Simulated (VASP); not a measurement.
# MgTe (P6_3mc) in VASP: a series of runs

Runs on MgTe. Level: LDA. Tasks: elastic constants.

All numbers are computed with VASP 6.6.1; they aren't measurements. Logs are shortened: lines on timing, memory, paths and dates and some standing lists are left out, and cuts for length are marked.

**1. The cell of the first run**

The structure is hexagonal, space group P6_3mc (No. 186). The conventional cell has a = 4.252 Å, b = 4.252 Å, c = 6.906 Å, α = 90.00°, β = 90.00°, γ = 120.00°. Within 3.4 Å of Mg (site symmetry 3m) lie 4 Te at 2.60 Å. Te (site symmetry 3m) has 4 Mg at 2.60 Å within 3.4 Å.

**2. Elastic constants, LDA**

File INCAR:

```
SYSTEM = MgTe
  PREC = Accurate
  ENCUT = 600
  EDIFF = 1E-8
  ISMEAR = 0
  SIGMA = 0.01
  LREAL = .FALSE.
  LASPH = .TRUE.
  NELM = 120
  ALGO = Normal
  ISIF = 3
  LWAVE = .FALSE.
  LCHARG = .TRUE.
  GGA = CA
  IBRION = 6
  NFREE = 2
  POTIM = 0.015
  NSW = 1
  GGA_COMPAT = .FALSE.
```

File KPOINTS:

```
regular mesh
0
G
  6 6 4
  0 0 0
```

File POSCAR:

```
MgTe
1.0
    4.2520408927      0.0000000000      0.0000000000
   -2.1260204464      3.6823754310      0.0000000000
    0.0000000000      0.0000000000      6.9060077934
Mg Te
2 2
Direct
    0.3333333333      0.6666666667      0.0040147027
    0.6666666667      0.3333333333      0.5040147027
    0.3333333333      0.6666666667      0.3809852973
    0.6666666667      0.3333333333      0.8809852973
```

Potentials or basis: VASP PAW LDA potentials, release 64 (Mg, Te).

The run is started by

```bash
cat potpaw_LDA.64/Mg/POTCAR potpaw_LDA.64/Te/POTCAR > POTCAR
mpirun -np 1 vasp_std > vasp.out
```

OUTCAR:

```text
SYSTEM = MgTe
   PREC = Accurate
   ENCUT = 600
   EDIFF = 1E-8
   ISMEAR = 0
   LREAL = .FALSE.
   LASPH = .TRUE.
   NELM = 120
   ISIF = 3
   GGA = CA
   IBRION = 6
   NFREE = 2
   POTIM = 0.015
   NSW = 1

 ion  position               nearest neighbor table
   1  0.333  0.667  0.004-   4 2.60   4 2.60   4 2.60   3 2.60
   2  0.667  0.333  0.504-   3 2.60   3 2.60   3 2.60   4 2.60
   3  0.333  0.667  0.381-   2 2.60   2 2.60   2 2.60   1 2.60
   4  0.667  0.333  0.881-   1 2.60   1 2.60   1 2.60   2 2.60

  LATTYP: Found a hexagonal cell.
 ALAT       =     4.2520408927
 C/A-ratio  =     1.6241630708

  Lattice vectors:

 A1 = (   4.2520408927,   0.0000000000,   0.0000000000)
 A2 = (  -2.1260204464,   3.6823754310,   0.0000000000)
 A3 = (   0.0000000000,   0.0000000000,   6.9060077934)

Analysis of symmetry for initial positions (statically):
=====================================================================
 Subroutine PRICEL returns:
 Original cell was already a primitive cell.

 Routine SETGRP: Setting up the symmetry group for a
 hexagonal supercell.

 Subroutine GETGRP returns: Found 12 space group operations
 (whereof  6 operations were pure point group operations)
 out of a pool of 24 trial point group operations.

The static configuration has the point symmetry C_3v.
 The point group associated with its full space group is C_6v.

Analysis of symmetry for dynamics (positions and initial velocities):
=====================================================================
 Subroutine PRICEL returns:
 Original cell was already a primitive cell.

 Routine SETGRP: Setting up the symmetry group for a
 hexagonal supercell.

 Subroutine GETGRP returns: Found 12 space group operations
 (whereof  6 operations were pure point group operations)
 out of a pool of 24 trial point group operations.

The dynamic configuration has the point symmetry C_3v.
 The point group associated with its full space group is C_6v.
[... 347 lines left out ...]
  free energy    TOTEN  =       -14.05105797 eV

  energy without entropy =      -14.05105797  energy(sigma->0) =      -14.05105797

 E-fermi :   3.6318     XC(G=0):  -8.9728

 val. band max:        3.5592437759   @ k =   0.0000   0.0000   0.0000
 cond. band min:       6.4557511164   @ k =   0.5000   0.0000   0.0000
 fundamental gap:      2.8965073405
 Fermi energy:         3.6317935066

 k-point     1 :       0.0000    0.0000    0.0000
  band No.  band energies     occupation
      1      -7.6335      2.00000
      2      -6.6496      2.00000
      3      -0.6640      2.00000
      4       2.9045      2.00000
      5       2.9045      2.00000
      6       3.5454      2.00000
      7       3.5454      2.00000
      8       3.5592      2.00000
      9       6.8576      0.00000
     10       6.9050      0.00000
     11       8.9568      0.00000
     12       8.9568      0.00000
[... 374 lines left out ...]
  FREE ENERGIE OF THE ION-ELECTRON SYSTEM (eV)
  ---------------------------------------------------
  free  energy   TOTEN  =       -14.0510579666 eV

  energy  without entropy=      -14.0510579666  energy(sigma->0) =      -14.05105797

 INTERNAL STRAIN TENSORS FROM STRAINED CELLS
 ============================================

 INTERNAL STRAIN TENSOR FOR ION    1 for displacements in x,y,z  (eV/Angst):
          X           Y           Z          XY          YZ          ZX
  --------------------------------------------------------------------------------
  x     0.00000    -0.00000    -0.00000    -9.76890     0.00000    -6.90418
  y    -9.79000     9.81258     0.00000    -0.00000    -6.90115     0.00002
  z    -6.80077    -6.80923    13.73204    -0.00014    -0.00976     0.00000

 INTERNAL STRAIN TENSORS FROM DISPLACED ATOMS
 ============================================

 INTERNAL STRAIN TENSOR FOR ION    1 for displacements in x,y,z  (eV/Angst):
          X           Y           Z          XY          YZ          ZX
  --------------------------------------------------------------------------------
  x     0.00000    -0.00000     0.00000    -9.79102     0.00000    -6.90900
  y    -9.79102     9.79102     0.00000    -0.00000    -6.90900     0.00000
  z    -6.79486    -6.79486    13.68241     0.00000     0.00000     0.00000

 INTERNAL STRAIN TENSOR FOR ION    4 for displacements in x,y,z  (eV/Angst):
          X           Y           Z          XY          YZ          ZX
  --------------------------------------------------------------------------------
  x    -0.00000     0.00000    -0.00000    10.58500    -0.00000     6.90767
  y    10.58500   -10.58500     0.00000     0.00000     6.90767    -0.00000
  z     6.78746     6.78746   -13.68679    -0.00000     0.00000    -0.00000

 Eigenvectors and eigenvalues of the dynamical matrix
 ----------------------------------------------------

   1 f  =   10.026790 THz    63.000179 2PiTHz  334.457713 cm-1    41.467453 meV
             X         Y         Z           dx          dy          dz
     -0.000000  2.454917  0.027726    -0.000000    0.000000   -0.684997
      2.126020  1.227458  3.480729     0.000000   -0.000000    0.684997
     -0.000000  2.454917  2.631087    -0.000000    0.000000    0.175441
      2.126020  1.227458  6.084091     0.000000   -0.000000   -0.175441
[... 71 lines left out ...]
  12 f/i=    0.733057 THz     4.605933 2PiTHz   24.452148 cm-1     3.031679 meV
             X         Y         Z           dx          dy          dz
     -0.000000  2.454917  0.027726    -0.223015    0.188526    0.000000
      2.126020  1.227458  3.480729     0.223015   -0.188526    0.000000
     -0.000000  2.454917  2.631087     0.491807   -0.415750    0.000000
      2.126020  1.227458  6.084091    -0.491807    0.415750    0.000000

--------------------------------------------------------------------------------------------------------

 ELASTIC MODULI CONTR FROM IONIC RELAXATION (kBar)
 Direction    XX          YY          ZZ          XY          YZ          ZX
 --------------------------------------------------------------------------------
 XX        -579.6304    202.0493    380.4245      0.0000      0.0000      0.0000
 YY         202.0493   -579.6304    380.4245      0.0000     -0.0000     -0.0000
 ZZ         380.4245    380.4245   -766.5787     -0.0000     -0.0000     -0.0000
 XY           0.0000      0.0000     -0.0000   -390.8398      0.0000      0.0000
 YZ           0.0000     -0.0000     -0.0000     -0.0000   -186.3358      0.0000
 ZX           0.0000     -0.0000     -0.0000      0.0000      0.0000   -186.3358
 --------------------------------------------------------------------------------

 TOTAL ELASTIC MODULI (kBar)
 Direction    XX          YY          ZZ          XY          YZ          ZX
 --------------------------------------------------------------------------------
 XX         747.3213    658.2541    627.7051     -0.0000      0.0000      0.0000
 YY         658.2541    747.3213    627.7051     -0.0000     -0.0000     -0.0000
 ZZ         627.7051    627.7051    762.9758     -0.0000     -0.0000     -0.0000
 XY          -0.0000     -0.0000     -0.0000     44.5336      0.0000      0.0000
 YZ           0.0000     -0.0000     -0.0000     -0.0000     26.4976     -0.0000
 ZX           0.0000     -0.0000     -0.0000      0.0000     -0.0000     26.4976
 --------------------------------------------------------------------------------
```

OSZICAR:

```text
N       E                     dE             d eps       ncg     rms          rms(c)
DAV:   1     0.627611257318E+02    0.62761E+02   -0.59661E+03   504   0.116E+03
DAV:   2    -0.958632935020E+01   -0.72347E+02   -0.66596E+02   700   0.147E+02
DAV:   3    -0.144237746210E+02   -0.48374E+01   -0.48109E+01   652   0.432E+01
[... 250 lines left out ...]
DAV:   4    -0.140510579058E+02    0.31745E-04   -0.75667E-05   656   0.576E-02    0.205E-02
DAV:   5    -0.140510581768E+02   -0.27103E-06   -0.13770E-05   640   0.219E-02    0.996E-03
DAV:   6    -0.140510580255E+02    0.15139E-06   -0.52519E-07   700   0.542E-03    0.782E-03
DAV:   7    -0.140510579748E+02    0.50655E-07   -0.74764E-08   660   0.202E-03    0.447E-03
DAV:   8    -0.140510579666E+02    0.82237E-08   -0.58099E-08   688   0.167E-03
  21 F= -.14051058E+02 E0= -.14051058E+02  d E =-.542165E-27
```

stdout:

```text
POSCAR found type information on POSCAR MgTe
 POSCAR found :  2 types and       4 ions
 scaLAPACK will be used
 LDA part: xc-table for (Slater(with rela. corr.)+CA(PZ))
 , standard interpolation
 POSCAR, INCAR and KPOINTS ok, starting setup
 FFT: planning ... GRIDC
 FFT: planning ... GRID_SOFT
 FFT: planning ... GRID
 WAVECAR not read
 entering main loop
 Found     4 degrees of freedom:
 Adding 6 more for cell shape distortion
 Finite differences POTIM= 0.01500 DOF=  10
 bond charge predicted
 Finite differences progress:
 bond charge predicted
 Finite differences progress:
 bond charge predicted
 Finite differences progress:
 bond charge predicted
 Finite differences progress:
 bond charge predicted
 Finite differences progress:
 bond charge predicted
 Finite differences progress:
 bond charge predicted
 Finite differences progress:
 bond charge predicted
 Finite differences progress:
 bond charge predicted
 Finite differences progress:
 bond charge predicted
 Finite differences progress:
 bond charge predicted
 Finite differences progress:
 bond charge predicted
 Finite differences progress:
 bond charge predicted
 Finite differences progress:
 bond charge predicted
 Finite differences progress:
 bond charge predicted
 Finite differences progress:
 bond charge predicted
 Finite differences progress:
 bond charge predicted
 Finite differences progress:
 bond charge predicted
 Finite differences progress:
 bond charge predicted
 Finite differences progress:
 bond charge predicted
 Finite differences progress:
```

Run time: 11 min. Hardware: 1 thread of Intel Xeon 6975P-C (Granite Rapids), shared host; peak memory 0.37 GiB.

Results:

* Voigt bulk modulus: 68 GPa
* Highest phonon frequency at Γ, LO-TO splitting left out: 334 cm⁻¹
* Most unstable mode: 24i cm⁻¹

Phonon frequencies in cm⁻¹ (negative: imaginary):
| q point | frequencies |
| --- | --- |
| (0.000, 0.000, 0.000) | -24 -24 0 0 0 130 311 318 318 320 320 334 |

Elastic tensor in Voigt notation (GPa, in the Cartesian axes of the cell as first typed):
```
75 66 63  0  0  0
66 75 63  0  0  0
63 63 76  0  0  0
 0  0  0  3  0  0
 0  0  0  0  3  0
 0  0  0  0  0  4
```

Clamped-ion elastic tensor (GPa):
```
133  46  25   0   0   0
 46 133  25   0   0   0
 25  25 153   0   0   0
  0   0   0  21   0   0
  0   0   0   0  21   0
  0   0   0   0   0  44
```

Caveat: the cell is under stress, which shifts elastic constants; some modes are imaginary; spin-orbit coupling is left out, which moves the levels of the heavy elements.

**3. Elastic constants, LDA**

This run uses another cell than the first one, of 32.30 Å³/atom, 1.195 times its volume.

File INCAR:

```
  PREC = Accurate
  ENCUT = 600
  EDIFF = 1E-8
  ISMEAR = 0
  SIGMA = 0.01
  LREAL = False
  LASPH = True
  NELM = 120
  ALGO = Normal
  ISIF = 3
  LWAVE = False
  LCHARG = False
  GGA = CA
  IBRION = 6
  NFREE = 2
  POTIM = 0.015
  NSW = 1
  GGA_COMPAT = False
```

File KPOINTS:

```
regular mesh
0
Gamma
  6 6 4
```

File POSCAR:

```
MgTe
1.0
    4.5092716902      0.0000000000      0.0000000000
   -2.2546358451      3.9051438363      0.0000000000
    0.0000000000      0.0000000000      7.3370234980
Mg Te
2 2
Direct
    0.3333333333      0.6666666667      0.0042638609
    0.6666666667      0.3333333333      0.5042638609
    0.3333333333      0.6666666667      0.3807361391
    0.6666666667      0.3333333333      0.8807361391
```

Potentials or basis: VASP PAW LDA potentials, release 64 (Mg, Te).

The run is started by

```bash
cat potpaw_LDA.64/Mg/POTCAR potpaw_LDA.64/Te/POTCAR > POTCAR
mpirun -np 1 vasp_std > vasp.out
```

OUTCAR:

```text
PREC = Accurate
   ENCUT = 600
   EDIFF = 1E-8
   ISMEAR = 0
   LREAL = False
   LASPH = True
   NELM = 120
   ISIF = 3
   GGA = CA
   IBRION = 6
   NFREE = 2
   POTIM = 0.015
   NSW = 1

 ion  position               nearest neighbor table
   1  0.333  0.667  0.004-   4 2.76   4 2.76   4 2.76   3 2.76
   2  0.667  0.333  0.504-   3 2.76   3 2.76   3 2.76   4 2.76
   3  0.333  0.667  0.381-   2 2.76   2 2.76   2 2.76   1 2.76
   4  0.667  0.333  0.881-   1 2.76   1 2.76   1 2.76   2 2.76

  LATTYP: Found a hexagonal cell.
 ALAT       =     4.5092716902
 C/A-ratio  =     1.6270972348

  Lattice vectors:

 A1 = (   4.5092716902,   0.0000000000,   0.0000000000)
 A2 = (  -2.2546358451,   3.9051438363,   0.0000000000)
 A3 = (   0.0000000000,   0.0000000000,   7.3370234980)
[... 800 lines left out ...]
  z    -3.37191    -3.37191     6.72867     0.00000     0.00000     0.00000

 INTERNAL STRAIN TENSOR FOR ION    4 for displacements in x,y,z  (eV/Angst):
          X           Y           Z          XY          YZ          ZX
  --------------------------------------------------------------------------------
  x    -0.00000     0.00000     0.00000     5.48502     0.00000     3.48930
  y     5.48502    -5.48502     0.00000     0.00000     3.48930    -0.00000
  z     3.36847     3.36847    -6.73611     0.00000     0.00000     0.00000

 Eigenvectors and eigenvalues of the dynamical matrix
 ----------------------------------------------------

   1 f  =    8.073331 THz    50.726238 2PiTHz  269.297351 cm-1    33.388601 meV
             X         Y         Z           dx          dy          dz
     -0.000000  2.603429  0.031284     0.000000    0.000000   -0.698821
      2.254636  1.301715  3.699796     0.000000    0.000000    0.698821
     -0.000000  2.603429  2.793470    -0.000000   -0.000000    0.107935
      2.254636  1.301715  6.461982    -0.000000   -0.000000   -0.107935
[... 71 lines left out ...]
  12 f/i=    0.000373 THz     0.002344 2PiTHz    0.012446 cm-1     0.001543 meV
             X         Y         Z           dx          dy          dz
     -0.000000  2.603429  0.031284     0.000770   -0.282810   -0.000000
      2.254636  1.301715  3.699796     0.000770   -0.282810   -0.000000
     -0.000000  2.603429  2.793470     0.001765   -0.648085   -0.000000
      2.254636  1.301715  6.461982     0.001765   -0.648085   -0.000000

--------------------------------------------------------------------------------------------------------

 ELASTIC MODULI CONTR FROM IONIC RELAXATION (kBar)
 Direction    XX          YY          ZZ          XY          YZ          ZX
 --------------------------------------------------------------------------------
 XX        -218.7911     90.0306    128.6078     -0.0000      0.0000     -0.0000
 YY          90.0306   -218.7911    128.6078      0.0000      0.0000      0.0000
 ZZ         128.6078    128.6078   -256.9106     -0.0000     -0.0000     -0.0000
 XY          -0.0000      0.0000     -0.0000   -154.4109      0.0000     -0.0000
 YZ           0.0000     -0.0000     -0.0000      0.0000    -66.0318      0.0000
 ZX          -0.0000      0.0000     -0.0000     -0.0000      0.0000    -66.0317
 --------------------------------------------------------------------------------

 TOTAL ELASTIC MODULI (kBar)
 Direction    XX          YY          ZZ          XY          YZ          ZX
 --------------------------------------------------------------------------------
 XX         559.8665    332.8586    283.5781     -0.0000      0.0000     -0.0000
 YY         332.8586    559.8665    283.5781      0.0000      0.0000      0.0000
 ZZ         283.5781    283.5781    608.5306     -0.0000     -0.0000     -0.0000
 XY          -0.0000      0.0000     -0.0000    113.5040      0.0000     -0.0000
 YZ           0.0000     -0.0000     -0.0000      0.0000    100.7793      0.0000
 ZX          -0.0000      0.0000     -0.0000     -0.0000      0.0000    100.7793
 --------------------------------------------------------------------------------
```

It took 18 min on 1 thread of Intel Xeon 6975P-C (Granite Rapids), shared host; peak memory 0.43 GiB.

What came out:

```
Voigt bulk modulus                                      : 39 GPa
Highest phonon frequency at Γ, LO-TO splitting left out : 269 cm⁻¹
```

Phonon frequencies in cm⁻¹ (negative: imaginary):
```tsv
q point	frequencies
(0.000, 0.000, 0.000)	0 0 0 36 36 117 241 243 243 247 247 269
```

Elastic tensor in Voigt notation (GPa, in the Cartesian axes of the cell as first typed):
```
56 33 28  0  0  0
33 56 28  0  0  0
28 28 61  0  0  0
 0  0  0 10  0  0
 0  0  0  0 10  0
 0  0  0  0  0 11
```

Clamped-ion elastic tensor (GPa):
```
78 24 15  0  0  0
24 78 15  0  0  0
15 15 87  0  0  0
 0  0  0 17  0  0
 0  0  0  0 17  0
 0  0  0  0  0 27
```

Caveat: spin-orbit coupling is left out, which moves the levels of the heavy elements.
